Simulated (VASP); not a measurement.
Write the native input for VASP 6.6.1 that does the following.

```yaml
Task: single point
Functional: PBE
Potentials_or_basis: VASP PAW PBE potentials, release 64 (Cs_sv, Pb_d, Cl)
Cutoff: 520 eV
k_mesh: 4 × 4 × 4
Occupations: gaussian, width 0.01 eV
Spin: non-collinear spin, zero start, spin-orbit coupling
Starting_moments: "[[0.0, 0.0, 0.0], [0.0, 0.0, 0.0], [0.0, 0.0, 0.0], [0.0, 0.0, 0.0], [0.0, 0.0, 0.0]] μB"
Dipole_correction: no
Further_INCAR_settings: ALGO = Normal; EDIFF = 1e-06; NBANDS = 59
```

The structure of CsPbCl3 lies in POSCAR:

```
CsPbCl3
1.0
    5.6767292595      0.0000000000      0.0000000000
    0.0000000000      5.6767292595      0.0000000000
    0.0000000000      0.0000000000      5.6767292595
Cs Pb Cl
1 1 3
Direct
    0.0000000000      0.0000000000      0.0000000000
    0.5000000000      0.5000000000      0.5000000000
    0.5000000000      0.5000000000      0.0000000000
    0.0000000000      0.5000000000      0.5000000000
    0.5000000000      0.0000000000      0.5000000000
```

These files were run (other wordings do the same):

INCAR

```
  PREC = Accurate
  ENCUT = 520
  EDIFF = 1E-6
  ISMEAR = 0
  SIGMA = 0.01
  LREAL = False
  LASPH = True
  NELM = 150
  ALGO = Normal
  ISIF = 2
  LWAVE = False
  LCHARG = True
  MAGMOM = 0 0 0 0 0 0 0 0 0 0 0 0 0 0 0
  LORBIT = 11
  LSORBIT = True
  GGA_COMPAT = False
  LORBMOM = True
  GGA = PE
  LVHAR = True
  NBANDS = 59
```

KPOINTS

```
regular mesh
0
Gamma
  4 4 4
```

Potentials or basis: VASP PAW PBE potentials, release 64 (Cs_sv, Pb_d, Cl).

Launch:

```sh
$ cat potpaw_PBE.64/Cs_sv/POTCAR potpaw_PBE.64/Pb_d/POTCAR potpaw_PBE.64/Cl/POTCAR > POTCAR
$ mpirun -np 1 vasp_ncl > vasp.out
```

It gave:

```json
{"Pressure": "0.7 GPa", "Net moment": "0.00 μB per cell", "Valence electrons inside the program's atomic spheres": "Cs 6.55; Pb 11.81; Cl 5.12"}
```

Wall time 6.2 min on 1 thread of AMD EPYC 7R13, on a shared host, peak memory 0.6 GiB.
